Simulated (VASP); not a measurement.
# CoO (P6_3/mmc) in VASP: further runs

CoO is run at these levels: PBEsol; tasks: single point.

Program: VASP 6.6.1. These are calculated values, not measurements. Logs are shortened: lines on timing, memory, paths and dates and some standing lists are left out, and cuts for length are marked.

### 1 The cell of the first run

Symmetry: P6_3/mmc, No. 194, hexagonal system. Conventional cell: a = 2.851 Å, b = 2.851 Å, c = 5.135 Å, α = 90.00°, β = 90.00°, γ = 120.00°. Within 2.8 Å of Co (site symmetry -3m) lie 6 O at 2.09 Å and 2 Co at 2.57 Å. O (site symmetry -6m2) has 6 Co at 2.09 Å within 2.8 Å.

### 2 Single point, PBEsol

The input, INCAR:

```
SYSTEM = CoO
  PREC = Accurate
  ENCUT = 520
  EDIFF = 1E-6
  ISMEAR = 0
  SIGMA = 0.1
  LREAL = .FALSE.
  LASPH = .TRUE.
  NELM = 60
  ALGO = Normal
  ISIF = 2
  LWAVE = .FALSE.
  LCHARG = .FALSE.
  GGA = PS
  NBANDS = 23
```

The input, KPOINTS:

```
regular mesh
0
G
  18 18 10
  0 0 0
```

The input, POSCAR:

```
CoO
1.0
    2.8512145297      0.0000000000      0.0000000000
   -1.4256072648      2.4692242143      0.0000000000
    0.0000000000      0.0000000000      5.1351937369
Co O
2 2
Direct
    0.0000000000      0.0000000000      0.0000000000
    0.0000000000      0.0000000000      0.5000000000
    0.3333333333      0.6666666667      0.2500000000
    0.6666666667      0.3333333333      0.7500000000
```

Potentials or basis: VASP PAW PBE potentials, release 64 (Co, O).

Command:

```sh
$ cat potpaw_PBE.64/Co/POTCAR potpaw_PBE.64/O/POTCAR > POTCAR
$ mpirun -np 1 vasp_std > vasp.out
```

OUTCAR:

```text
SYSTEM = CoO
   PREC = Accurate
   ENCUT = 520
   EDIFF = 1E-6
   ISMEAR = 0
   LREAL = .FALSE.
   LASPH = .TRUE.
   NELM = 60
   ISIF = 2
   GGA = PS

 ion  position               nearest neighbor table
   1  0.000  0.000  0.000-   3 2.09   4 2.09   3 2.09   4 2.09   4 2.09   3 2.09   2 2.57   2 2.57

   2  0.000  0.000  0.500-   3 2.09   4 2.09   3 2.09   4 2.09   4 2.09   3 2.09   1 2.57   1 2.57

   3  0.333  0.667  0.250-   1 2.09   2 2.09   1 2.09   2 2.09   1 2.09   2 2.09
   4  0.667  0.333  0.750-   1 2.09   2 2.09   1 2.09   2 2.09   1 2.09   2 2.09

  LATTYP: Found a hexagonal cell.
 ALAT       =     2.8512145297
 C/A-ratio  =     1.8010548429

  Lattice vectors:

 A1 = (   2.8512145297,   0.0000000000,   0.0000000000)
 A2 = (  -1.4256072648,   2.4692242143,   0.0000000000)
 A3 = (   0.0000000000,   0.0000000000,   5.1351937369)

Analysis of symmetry for initial positions (statically):
=====================================================================
 Subroutine PRICEL returns:
 Original cell was already a primitive cell.

 Routine SETGRP: Setting up the symmetry group for a
 hexagonal supercell.

 Subroutine GETGRP returns: Found 24 space group operations
 (whereof 12 operations were pure point group operations)
 out of a pool of 24 trial point group operations.

The static configuration has the point symmetry D_3d.
 The point group associated with its full space group is D_6h.

Analysis of symmetry for dynamics (positions and initial velocities):
=====================================================================
 Subroutine PRICEL returns:
 Original cell was already a primitive cell.

 Routine SETGRP: Setting up the symmetry group for a
 hexagonal supercell.

 Subroutine GETGRP returns: Found 24 space group operations
 (whereof 12 operations were pure point group operations)
 out of a pool of 24 trial point group operations.

The dynamic configuration has the point symmetry D_3d.
 The point group associated with its full space group is D_6h.

 Subroutine INISYM returns: Found 24 space group operations
 (whereof 12 operations are pure point group operations),
 and found     1 'primitive' translations

----------------------------------------------------------------------------------------

                                     Primitive cell

  volume of cell :      36.1532

  direct lattice vectors                    reciprocal lattice vectors
     2.851214530  0.000000000  0.000000000     0.350727730  0.202492749  0.000000000
    -1.425607265  2.469224214  0.000000000     0.000000000  0.404985499  0.000000000
     0.000000000  0.000000000  5.135193737     0.000000000  0.000000000  0.194734620

  length of vectors
     2.851214530  2.851214530  5.135193737     0.404985499  0.404985499  0.194734620

  position of ions in fractional coordinates (direct lattice)
     0.000000000  0.000000000  0.000000000
     0.000000000  0.000000000  0.500000000
     0.333333333  0.666666667  0.250000000
     0.666666667  0.333333333  0.750000000

  ion indices of the primitive-cell ions
   primitive index   ion index
                 1           1
                 2           2
                 3           3
                 4           4

----------------------------------------------------------------------------------------

 KPOINTS: regular mesh

Automatic generation of k-mesh.
 Grid dimensions read from file:
 generate k-points for:   18   18   10

 Generating k-lattice:

  Cartesian coordinates                     Fractional coordinates (reciprocal lattice)
     0.019484874  0.011249597  0.000000000     0.055555556 -0.000000000  0.000000000
     0.000000000  0.022499194  0.000000000     0.000000000  0.055555556  0.000000000
     0.000000000  0.000000000  0.019473462     0.000000000  0.000000000  0.100000000

  Length of vectors
     0.022499194  0.022499194  0.019473462

  Shift w.r.t. Gamma in fractional coordinates (k-lattice)
     0.000000000  0.000000000  0.000000000

 Subroutine IBZKPT returns following result:
 ===========================================

 Found    222 irreducible k-points:

 Following reciprocal coordinates:
            Coordinates               Weight
  0.000000  0.000000  0.000000      1.000000
  0.055556  0.000000  0.000000      6.000000
  0.111111  0.000000  0.000000      6.000000
  0.166667  0.000000  0.000000      6.000000
  0.222222  0.000000  0.000000      6.000000
  0.277778  0.000000  0.000000      6.000000
[... 16 lines left out ...]
  0.333333  0.111111  0.000000     12.000000
  0.388889  0.111111  0.000000     12.000000
 [... further k-points ...]
   k-points           NKPTS =    222   k-points in BZ     NKDIM =    222   number of bands    NBANDS=     23
   number of dos      NEDOS =    301   number of ions     NIONS =      4
   total plane-waves  NPLWV =  23040
   dimension x,y,z NGX =    24 NGY =   24 NGZ =   40
   dimension x,y,z NGXF=    48 NGYF=   48 NGZF=   80
   ions per type =               2   2
   NGX,Y,Z   is equivalent  to a cutoff of  13.99, 13.99, 12.95 a.u.
   NGXF,Y,Z  is equivalent  to a cutoff of  27.99, 27.99, 25.90 a.u.
 SYSTEM =  CoO
   PREC   = accura    normal or accurate (medium, high low for compatibility)
   ISTART =      0    job   : 0-new  1-cont  2-samecut
   ICHARG =      2    charge: 1-file 2-atom 10-const
   ISPIN  =      1    spin polarized calculation?
   LNONCOLLINEAR =      F non collinear calculations
   LSORBIT =      F    spin-orbit coupling
   LASPH  =      T    aspherical Exc in radial PAW
   ENCUT  =  520.0 eV  38.22 Ry    6.18 a.u.   5.30  5.30  9.55*2*pi/ulx,y,z
   NELM   =     60;   NELMIN=  2; NELMDL= -5     # of ELM steps
   EDIFF  = 0.1E-05   stopping-criterion for ELM
   LREAL  =      F    real-space projection
   EDIFFG = 0.1E-04   stopping-criterion for IOM
   NSW    =      0    number of steps for IOM
   IBRION =     -1    ionic relax: 0-MD 1-quasi-New 2-CG
   NFREE  =      0    steps in history (QN), initial steepest desc. (CG)
   ISIF   =      2    stress and relaxation
   ISYM   =      2    0-nonsym 1-usesym 2-fastsym
   POTIM  = 0.5000    time-step for ionic-motion
   TEBEG  =    0.0;   TEEND  =   0.0 temperature during run
   PSTRESS=    0.0 pullay stress
   NELECT =      30.0000    total number of electrons
   NUPDOWN=      -1.0000    fix difference up-down
   EMIN   =  10.00;   EMAX   =-10.00  energy-range for DOS
   EFERMI =   0.00;   METHOD = LEGACY
   ISMEAR =     0;   SIGMA  =   0.10  broadening in eV -4-tet -1-fermi 0-gaus
   EFERMI_NEDOS =   21; number of points for ismear=-14 and -15
   IALGO  =     38    algorithm
   IMIX   =      4    mixing-type and parameters
     AMIX     =   0.40;   BMIX     =  1.00
     AMIX_MAG =   1.60;   BMIX_MAG =  1.00
  volume/ion in A,a.u.               =       9.04        60.99
  Fermi-wavevector in a.u.,A,eV,Ry     =   1.538389  2.907134 32.200101  2.366641
  Thomas-Fermi vector in A             =   2.644764
   LORBIT       =      0    0 simple, 1 ext, 2 COOP (PROOUT), +10 PAW based schemes
   GGA     = PS    functional components
   LHFCALC =     F    Hartree Fock is set to
   AEXX    =    0.0000 exact exchange contribution
   IVDW    =     0    specifies the selected vdW correction
   LEPSILON=     F    determine dielectric tensor
   LRPA    =     F    only Hartree local field effects (RPA)
 non-spin polarized calculation
 Gauss-broadening in eV      SIGMA  =   0.10
  energy-cutoff  :      520.00
  volume of cell :       36.15
 maximum number of plane-waves:       992
 NGX is ok and might be reduce to    24
   NGX = 11   NGY = 11   NGZ = 19

 number of electron      30.0000023 magnetization

 Free energy of the ion-electron system (eV)
  ---------------------------------------------------
  ext. energy  EPLUGINS =         0.00000000
  ---------------------------------------------------
  free energy    TOTEN  =       -27.53981067 eV

  energy without entropy =      -27.49297447  energy(sigma->0) =      -27.51639257

 E-fermi :   8.5182     XC(G=0): -13.0580

 val. band max:        8.5162054981   @ k =   0.2222   0.0556   0.5000
 cond. band min:       8.5183202331   @ k =   0.1667   0.0556   0.0000
 fundamental gap:      0.0021147350
 Fermi energy:         8.5181588045

 k-point     1 :       0.0000    0.0000    0.0000
  band No.  band energies     occupation
      1     -12.3861      2.00000
      2     -11.2482      2.00000
      3      -0.2664      2.00000
      4       3.0782      2.00000
      5       3.0782      2.00000
      6       4.4058      2.00000
[... 15 lines left out ...]
     22      24.4449      0.00000
     23      24.4449      0.00000

 k-point     2 :       0.0556    0.0000    0.0000
  band No.  band energies     occupation
      1     -12.3518      2.00000
      2     -11.2371      2.00000
      3      -0.2098      2.00000
      4       3.0310      2.00000
      5       3.0798      2.00000
      6       4.3047      2.00000
[... 15 lines left out ...]
     22      24.0391      0.00000
     23      24.5212      0.00000

 k-point     3 :       0.1111    0.0000    0.0000
  band No.  band energies     occupation
      1     -12.2510      2.00000
      2     -11.2039      2.00000
      3      -0.0437      2.00000
      4       2.8957      2.00000
      5       3.0817      2.00000
      6       4.0494      2.00000
[... 15 lines left out ...]
     22      23.1112      0.00000
     23      24.7339      0.00000

 k-point     4 :       0.1667    0.0000    0.0000
  band No.  band energies     occupation
      1     -12.0915      2.00000
      2     -11.1524      2.00000
      3       0.2210      2.00000
      4       2.6897      2.00000
      5       3.0757      2.00000
      6       3.3500      2.00000
[... 15 lines left out ...]
     22      22.0076      0.00000
     23      24.4510      0.00000

 k-point     5 :       0.2222    0.0000    0.0000
  band No.  band energies     occupation
      1     -11.8864      2.00000
      2     -11.0889      2.00000
      3       0.5643      2.00000
      4       2.4061      2.00000
      5       2.5600      2.00000
      6       3.0506      2.00000
[... 15 lines left out ...]
     22      20.9114      0.00000
     23      23.0483      0.00000

 k-point     6 :       0.2778    0.0000    0.0000
  band No.  band energies     occupation
      1     -11.6544      2.00000
      2     -11.0213      2.00000
      3       0.9559      2.00000
      4       1.7146      2.00000
      5       2.2186      2.00000
      6       2.9983      2.00000
[... 15 lines left out ...]
     22      19.9453      0.00000
     23      21.6103      0.00000

 k-point     7 :       0.3333    0.0000    0.0000
  band No.  band energies     occupation
      1     -11.4199      2.00000
      2     -10.9594      2.00000
      3       1.0379      2.00000
      4       1.3519      2.00000
      5       1.9893      2.00000
      6       2.8550      2.00000
[... 353 lines left out ...]
     22      20.8503      0.00000
     23      22.4972      0.00000

 k-point    21 :       0.2222    0.1111    0.0000
  band No.  band energies     occupation
      1     -11.5826      2.00000
      2     -10.9993      2.00000
      3       1.0806      2.00000
      4       1.6628      2.00000
      5       2.1635      2.00000
      6       2.9882      2.00000
[... 15 lines left out ...]
     22      19.9975      0.00000
     23      21.7334      0.00000

 k-point    22 :       0.2778    0.1111    0.0000
  band No.  band energies     occupation
      1     -11.3598      2.00000
      2     -10.9406      2.00000
      3       1.0771      2.00000
      4       1.4601      2.00000
      5       1.9361      2.00000
      6       2.7829      2.00000
[... 15 lines left out ...]
     22      19.3878      0.00000
     23      20.4459      0.00000

 k-point    23 :       0.3333    0.1111    0.0000
  band No.  band energies     occupation
      1     -11.1621      2.00000
      2     -10.8980      2.00000
      3       0.6077      2.00000
      4       1.7536      2.00000
      5       1.7859      2.00000
      6       2.6253      2.00000
[... 15 lines left out ...]
     22      19.3543      0.00000
     23      19.6354      0.00000

 k-point    24 :       0.3889    0.1111    0.0000
  band No.  band energies     occupation
      1     -11.0142      2.00000
      2     -10.8833      2.00000
      3       0.3042      2.00000
      4       1.6373      2.00000
      5       1.9951      2.00000
      6       2.5479      2.00000
[... 15 lines left out ...]
     22      18.5214      0.00000
     23      20.0376      0.00000

 [... further k-points ...]
[... 5 lines left out ...]
  --------------------------------------------------------------------------------------
  -------------------------------------------------------------------------------------
  Total       -3.6413862     -3.6413862     -5.7873530     -0.0000000      0.0000000      0.0000000
  in kB     -161.3727002   -161.3727002   -256.4739713     -0.0000000      0.0000000      0.0000000
  external PRESSURE =    -193.0731239 kB  Pullay stress =       0.0000000 kB

 VOLUME and BASIS-vectors are now :
 -----------------------------------------------------------------------------
  energy-cutoff  :      520.00
  volume of cell :       36.15
      direct lattice vectors                 reciprocal lattice vectors
     2.851214530  0.000000000  0.000000000     0.350727730  0.202492749  0.000000000
    -1.425607265  2.469224214  0.000000000     0.000000000  0.404985499  0.000000000
     0.000000000  0.000000000  5.135193737     0.000000000  0.000000000  0.194734620

 POSITION                                       TOTAL-FORCE (eV/Angst)
 -----------------------------------------------------------------------------------
      0.00000      0.00000      0.00000         0.000000      0.000000     -0.000000
      0.00000      0.00000      2.56760         0.000000      0.000000     -0.000000
     -0.00000      1.64615      1.28380         0.000000     -0.000000      0.000000
      1.42561      0.82307      3.85140        -0.000000      0.000000      0.000000
 -----------------------------------------------------------------------------------
    total drift:                               -0.000000      0.000000     -0.000000

  FREE ENERGIE OF THE ION-ELECTRON SYSTEM (eV)
  ---------------------------------------------------
  free  energy   TOTEN  =       -27.5398106698 eV

  energy  without entropy=      -27.4929744747  energy(sigma->0) =      -27.51639257
```

It took 5.7 min on 1 thread of AMD EPYC 7R13, shared host; peak memory 0.25 GiB.

What came out:

- Free energy: -27.5398 eV
- Pressure: -19.3 GPa
- Band gap on the k mesh: zero (band 15 reaches 8.98 eV, above the bottom of band 16 at 8.18 eV)

Caveat: the PAW data sets were made with another functional, which shifts forces and pressure a little; the run has no spin polarisation, though such a crystal can be magnetic; semilocal functionals often make such compounds metallic where correlation or magnetic order opens a gap, which also shifts bond lengths. Spin polarisation is off, so any magnetic state and its effect on volume and gap are missing.

[end of part 1 of 2]
